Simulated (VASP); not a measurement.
# Si (Fm-3m) in VASP: further runs

Runs on Si. Level: LDA. Tasks: single point.

Everything below comes from runs of VASP 6.6.1. Logs are shortened: lines on timing, memory, paths and dates and some standing lists are left out, and cuts for length are marked.

**1. The cell of the first run**

Symmetry: Fm-3m, No. 225, cubic system. Conventional cell: a = 3.340 Å, b = 3.340 Å, c = 3.340 Å, α = 90.00°, β = 90.00°, γ = 90.00°. Si (site symmetry m-3m) has 12 Si at 2.36 Å within 3.1 Å.

**2. Single point, LDA**

INCAR

```
SYSTEM = Si
PREC = Accurate
ENCUT = 520
EDIFF = 1E-6
ISMEAR = 1
SIGMA = 0.1
LREAL = .FALSE.
LASPH = .TRUE.
NELM = 100
ALGO = Normal
ISIF = 2
LWAVE = .FALSE.
LCHARG = .FALSE.
GGA = CA
NBANDS = 8
```

KPOINTS

```
Automatic mesh
0
G
  12 12 12
  0 0 0
```

POSCAR

```
Si
1.0
    0.0000000000      1.6700000000      1.6700000000
    1.6700000000      0.0000000000      1.6700000000
    1.6700000000      1.6700000000      0.0000000000
Si
1
Direct
    0.0000000000      0.0000000000      0.0000000000
```

Potentials or basis: VASP PAW LDA potentials, release 64 (Si).

The run is started by

```sh
$ cat potpaw_LDA.64/Si/POTCAR > POTCAR
$ mpirun -np 1 vasp_std > vasp.out
```

OUTCAR:

```text
SYSTEM = Si
   PREC = Accurate
   ENCUT = 520
   EDIFF = 1E-6
   ISMEAR = 1
   LREAL = .FALSE.
   LASPH = .TRUE.
   NELM = 100
   ISIF = 2
   GGA = CA

 ion  position               nearest neighbor table
   1  0.000  0.000  0.000-

  LATTYP: Found a face centered cubic cell.
 ALAT       =     3.3400000000

  Lattice vectors:

 A1 = (   0.0000000000,   1.6700000000,   1.6700000000)
 A2 = (   1.6700000000,   0.0000000000,   1.6700000000)
 A3 = (   1.6700000000,   1.6700000000,   0.0000000000)

Analysis of symmetry for initial positions (statically):
=====================================================================
 Subroutine PRICEL returns:
 Original cell was already a primitive cell.

 Routine SETGRP: Setting up the symmetry group for a
 face centered cubic supercell.

 Subroutine GETGRP returns: Found 48 space group operations
 (whereof 48 operations were pure point group operations)
 out of a pool of 48 trial point group operations.

The static configuration has the point symmetry O_h .

Analysis of symmetry for dynamics (positions and initial velocities):
=====================================================================
 Subroutine PRICEL returns:
 Original cell was already a primitive cell.

 Routine SETGRP: Setting up the symmetry group for a
 face centered cubic supercell.

 Subroutine GETGRP returns: Found 48 space group operations
 (whereof 48 operations were pure point group operations)
 out of a pool of 48 trial point group operations.

The dynamic configuration has the point symmetry O_h .

 Subroutine INISYM returns: Found 48 space group operations
 (whereof 48 operations are pure point group operations),
 and found     1 'primitive' translations

----------------------------------------------------------------------------------------

                                     Primitive cell

  volume of cell :       9.3149

  direct lattice vectors                    reciprocal lattice vectors
     0.000000000  1.670000000  1.670000000    -0.299401198  0.299401198  0.299401198
     1.670000000  0.000000000  1.670000000     0.299401198 -0.299401198  0.299401198
     1.670000000  1.670000000  0.000000000     0.299401198  0.299401198 -0.299401198

  length of vectors
     2.361736649  2.361736649  2.361736649     0.518578086  0.518578086  0.518578086

  position of ions in fractional coordinates (direct lattice)
     0.000000000  0.000000000  0.000000000

  ion indices of the primitive-cell ions
   primitive index   ion index
                 1           1

----------------------------------------------------------------------------------------

 KPOINTS: Automatic mesh

Automatic generation of k-mesh.
 Grid dimensions read from file:
 generate k-points for:   12   12   12

 Generating k-lattice:

  Cartesian coordinates                     Fractional coordinates (reciprocal lattice)
    -0.024950100  0.024950100  0.024950100     0.083333333  0.000000000  0.000000000
     0.024950100 -0.024950100  0.024950100     0.000000000  0.083333333  0.000000000
     0.024950100  0.024950100 -0.024950100     0.000000000  0.000000000  0.083333333

  Length of vectors
     0.043214841  0.043214841  0.043214841

  Shift w.r.t. Gamma in fractional coordinates (k-lattice)
     0.000000000  0.000000000  0.000000000

 Subroutine IBZKPT returns following result:
 ===========================================

 Found     72 irreducible k-points:

 Following reciprocal coordinates:
            Coordinates               Weight
  0.000000  0.000000  0.000000      1.000000
  0.083333  0.000000  0.000000      8.000000
  0.166667  0.000000  0.000000      8.000000
  0.250000  0.000000  0.000000      8.000000
  0.333333  0.000000  0.000000      8.000000
  0.416667  0.000000  0.000000      8.000000
[... 16 lines left out ...]
  0.500000  0.166667  0.000000     24.000000
 -0.416667  0.166667  0.000000     24.000000
 [... further k-points ...]
   k-points           NKPTS =     72   k-points in BZ     NKDIM =     72   number of bands    NBANDS=      8
   number of dos      NEDOS =    301   number of ions     NIONS =      1
   total plane-waves  NPLWV =   5832
   dimension x,y,z NGX =    18 NGY =   18 NGZ =   18
   dimension x,y,z NGXF=    36 NGYF=   36 NGZF=   36
   ions per type =               1
   NGX,Y,Z   is equivalent  to a cutoff of  12.67, 12.67, 12.67 a.u.
   NGXF,Y,Z  is equivalent  to a cutoff of  25.34, 25.34, 25.34 a.u.
 SYSTEM =  Si
   PREC   = accura    normal or accurate (medium, high low for compatibility)
   ISTART =      0    job   : 0-new  1-cont  2-samecut
   ICHARG =      2    charge: 1-file 2-atom 10-const
   ISPIN  =      1    spin polarized calculation?
   LNONCOLLINEAR =      F non collinear calculations
   LSORBIT =      F    spin-orbit coupling
   LASPH  =      T    aspherical Exc in radial PAW
   ENCUT  =  520.0 eV  38.22 Ry    6.18 a.u.   4.39  4.39  4.39*2*pi/ulx,y,z
   NELM   =    100;   NELMIN=  2; NELMDL= -5     # of ELM steps
   EDIFF  = 0.1E-05   stopping-criterion for ELM
   LREAL  =      F    real-space projection
   EDIFFG = 0.1E-04   stopping-criterion for IOM
   NSW    =      0    number of steps for IOM
   IBRION =     -1    ionic relax: 0-MD 1-quasi-New 2-CG
   NFREE  =      0    steps in history (QN), initial steepest desc. (CG)
   ISIF   =      2    stress and relaxation
   ISYM   =      2    0-nonsym 1-usesym 2-fastsym
   POTIM  = 0.5000    time-step for ionic-motion
   TEBEG  =    0.0;   TEEND  =   0.0 temperature during run
   PSTRESS=    0.0 pullay stress
   NELECT =       4.0000    total number of electrons
   NUPDOWN=      -1.0000    fix difference up-down
   EMIN   =  10.00;   EMAX   =-10.00  energy-range for DOS
   EFERMI =   0.00;   METHOD = LEGACY
   ISMEAR =     1;   SIGMA  =   0.10  broadening in eV -4-tet -1-fermi 0-gaus
   EFERMI_NEDOS =   21; number of points for ismear=-14 and -15
   IALGO  =     38    algorithm
   IMIX   =      4    mixing-type and parameters
     AMIX     =   0.40;   BMIX     =  1.00
     AMIX_MAG =   1.60;   BMIX_MAG =  1.00
  volume/ion in A,a.u.               =       9.31        62.86
  Fermi-wavevector in a.u.,A,eV,Ry     =   1.235099  2.333998 20.755266  1.525469
  Thomas-Fermi vector in A             =   2.369762
   LORBIT       =      0    0 simple, 1 ext, 2 COOP (PROOUT), +10 PAW based schemes
   GGA     = CA    functional components
   LHFCALC =     F    Hartree Fock is set to
   AEXX    =    0.0000 exact exchange contribution
   IVDW    =     0    specifies the selected vdW correction
   LEPSILON=     F    determine dielectric tensor
   LRPA    =     F    only Hartree local field effects (RPA)
 non-spin polarized calculation
 Methfessel and Paxton  Order N= 1 SIGMA  =   0.10
  energy-cutoff  :      520.00
  volume of cell :        9.31
 maximum number of plane-waves:       263
 NGX is ok and might be reduce to    18
   NGX =  9   NGY =  9   NGZ =  9

 number of electron       4.0000000 magnetization

 Free energy of the ion-electron system (eV)
  ---------------------------------------------------
  ext. energy  EPLUGINS =         0.00000000
  ---------------------------------------------------
  free energy    TOTEN  =        -4.65540391 eV

  energy without entropy =       -4.65496823  energy(sigma->0) =       -4.65525868

 E-fermi :  17.3843     XC(G=0): -13.1331

 val. band max:       17.3662616982   @ k =  -0.2500   0.0833   0.0000
 cond. band min:      17.3904408833   @ k =  -0.3333   0.2500   0.0000
 fundamental gap:      0.0241791851
 Fermi energy:        17.3843046329

 k-point     1 :       0.0000    0.0000    0.0000
  band No.  band energies     occupation
      1      -1.9655      2.00000
      2      30.8487      0.00000
      3      30.8487      0.00000
      4      30.8487      0.00000
      5      34.4682      0.00000
      6      34.4682      0.00000
      7      34.4682      0.00000
      8      37.5252      0.00000

 k-point     2 :       0.0833    0.0000    0.0000
  band No.  band energies     occupation
      1      -1.6961      2.00000
      2      27.6513      0.00000
      3      30.3643      0.00000
      4      30.3643      0.00000
      5      35.1886      0.00000
      6      35.3657      0.00000
      7      35.3657      0.00000
      8      39.1261      0.00000

 k-point     3 :       0.1667    0.0000    0.0000
  band No.  band energies     occupation
      1      -0.8910      2.00000
      2      23.0531      0.00000
      3      29.5988      0.00000
      4      29.5988      0.00000
      5      35.0005      0.00000
      6      36.4982      0.00000
      7      36.4982      0.00000
      8      37.7935      0.00000

 k-point     4 :       0.2500    0.0000    0.0000
  band No.  band energies     occupation
      1       0.4410      2.00000
      2      18.6041     -0.00000
      3      29.0673      0.00000
      4      29.0673      0.00000
      5      34.4757      0.00000
      6      34.4757      0.00000
      7      34.7221      0.00000
      8      40.2435      0.00000

 k-point     5 :       0.3333    0.0000    0.0000
  band No.  band energies     occupation
      1       2.2845      2.00000
      2      14.4944      2.00000
      3      28.8859      0.00000
      4      28.8859      0.00000
      5      32.5918      0.00000
      6      32.5918      0.00000
      7      34.7127      0.00000
      8      39.0891      0.00000
[... 177 lines left out ...]
 k-point    22 :       0.4167    0.1667    0.0000
  band No.  band energies     occupation
      1       3.9297      2.00000
      2      14.0426      2.00000
      3      24.0286      0.00000
      4      25.0220      0.00000
      5      27.7884      0.00000
      6      37.4979      0.00000
      7      37.7229      0.00000
      8      41.9197      0.00000

 k-point    23 :       0.5000    0.1667    0.0000
  band No.  band energies     occupation
      1       6.3853      2.00000
      2      10.5416      2.00000
      3      22.6018      0.00000
      4      25.4004      0.00000
      5      28.2626      0.00000
      6      36.1734      0.00000
      7      40.0301      0.00000
      8      42.5370      0.00000

 k-point    24 :      -0.4167    0.1667    0.0000
  band No.  band energies     occupation
      1       7.2714      2.00000
      2       9.4983      2.00000
      3      21.6272      0.00000
      4      26.2202      0.00000
      5      29.1911      0.00000
      6      35.2192      0.00000
      7      39.7270      0.00000
      8      43.6773      0.00000

 [... further k-points ...]

------------------------ aborting loop because EDIFF is reached ----------------------------------------

  FORCE on cell =-STRESS in cart. coord.  units (eV):
  Direction    XX          YY          ZZ          XY          YZ          ZX
  --------------------------------------------------------------------------------------
  -------------------------------------------------------------------------------------
  Total        5.0235924      5.0235924      5.0235924     -0.0000000      0.0000000     -0.0000000
  in kB      864.0633117    864.0633117    864.0633117     -0.0000000      0.0000000     -0.0000000
  external PRESSURE =     864.0633117 kB  Pullay stress =       0.0000000 kB

 VOLUME and BASIS-vectors are now :
 -----------------------------------------------------------------------------
  energy-cutoff  :      520.00
  volume of cell :        9.31
      direct lattice vectors                 reciprocal lattice vectors
     0.000000000  1.670000000  1.670000000    -0.299401198  0.299401198  0.299401198
     1.670000000  0.000000000  1.670000000     0.299401198 -0.299401198  0.299401198
     1.670000000  1.670000000  0.000000000     0.299401198  0.299401198 -0.299401198

 POSITION                                       TOTAL-FORCE (eV/Angst)
 -----------------------------------------------------------------------------------
      0.00000      0.00000      0.00000         0.000000     -0.000000     -0.000000
 -----------------------------------------------------------------------------------
    total drift:                               -0.000000      0.000000      0.000000

  FREE ENERGIE OF THE ION-ELECTRON SYSTEM (eV)
  ---------------------------------------------------
  free  energy   TOTEN  =        -4.6554039093 eV

  energy  without entropy=       -4.6549682289  energy(sigma->0) =       -4.65525868
```

It took 6.9 s on 1 thread of AMD EPYC 7R43 (Zen 3), shared host; peak memory 0.07 GiB.

What came out:

* Free energy: -4.6554 eV
* Pressure: 86.4 GPa
* Band gap on the k mesh: zero (band 2 reaches 30.85 eV, above the bottom of band 3 at 13.70 eV)

Levels at points of the mesh, in eV from the Fermi level:
| k point | band 1 | band 2 | band 3 | band 4 | band 5 |
| --- | --- | --- | --- | --- | --- |
| (0.00, 0.00, 0.00) | -19.35 | 13.46 | 13.46 | 13.46 | 17.08 |
| (0.50, 0.00, 0.00) | -10.38 | -9.44 | 11.94 | 11.94 | 13.08 |
| (0.50, 0.50, 0.00) | -7.95 | -5.58 | 3.15 | 4.51 | 4.51 |

(Part 1 of 2 ends here.)
